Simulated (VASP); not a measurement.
W:

```xyz
4
Lattice="2.8097 0.0000 0.0000 0.0000 4.8639 0.0000 0.0000 0.0000 4.9237" Properties=species:S:1:pos:R:3 pbc="T T T"
W     2.2285    4.5567    3.6928
W     0.5811    2.1247    3.6928
W     0.5811    0.3072    1.2309
W     2.2285    2.7391    1.2309
```

- Program: VASP 6.6.1
- Task: relaxation of cell and atoms
- Functional: PBE
- Potentials or basis: VASP PAW PBE potentials, release 64 (W_sv)
- Cutoff: 600 eV
- k mesh: 7 × 5 × 5
- Occupations: fermi-dirac, width 0.05 eV
- Spin: no spin polarisation

At the start: pressure -2.4 GPa; volume 16.82 Å³/atom.

**Question.** How do energy, volume and symmetry change on relaxing?

**Answer.** Over 45 steps the energy falls by 87.3 meV/atom and the volume is 16.62 Å³/atom (-1.2 %); space group Pbcm (No. 57, to 0.1 Å) before and after.

The path:
```
step  energy change (eV)  largest force (eV/Å)  pressure (GPa)  volume (Å³)
   1              0.0000                0.0252           -2.39        67.29
   3             -0.0069                0.0539            0.62        66.56
   5             -0.0547                0.3327            3.08        66.11
   7             -0.0559                0.3649            3.44        66.05
   9             -0.0636                0.4349            2.83        66.24
  11             -0.0645                0.4675            2.59        66.33
  13             -0.0813                0.4682            0.39        66.79
  15             -0.1001                0.4824           -2.58        67.42
  17             -0.1659                0.5118           -0.75        66.75
  19             -0.1280                0.2416           10.34        63.94
  21             -0.2336                0.4420            3.82        65.42
  23             -0.2911                0.2332            2.53        65.61
  25             -0.2936                0.2165            2.30        65.66
  27             -0.3314                0.1938           -1.01        66.50
  29             -0.3381                0.1709           -0.62        66.46
  31             -0.3410                0.1434            0.43        66.26
  33             -0.3474                0.0560           -0.45        66.57
  35             -0.3485                0.0183            0.41        66.38
  37             -0.3491                0.0021           -0.16        66.52
  39             -0.3493                0.0149            0.10        66.46
  41             -0.3493                0.0137           -0.06        66.50
  43             -0.3493                0.0087            0.08        66.46
  45             -0.3494                0.0032           -0.04        66.48
```

Final structure:
```yaml
crystal:
  lattice:
    - [2.64455, 0.00000, 0.00000]
    - [0.00000, 5.23698, 0.00000]
    - [0.00000, 0.00000, 4.80008]
  atoms:
    - { symbol: W, position: [0.80664, 0.90328, 0.75000] }
    - { symbol: W, position: [0.19336, 0.40328, 0.75000] }
    - { symbol: W, position: [0.19336, 0.09672, 0.25000] }
    - { symbol: W, position: [0.80664, 0.59672, 0.25000] }
```
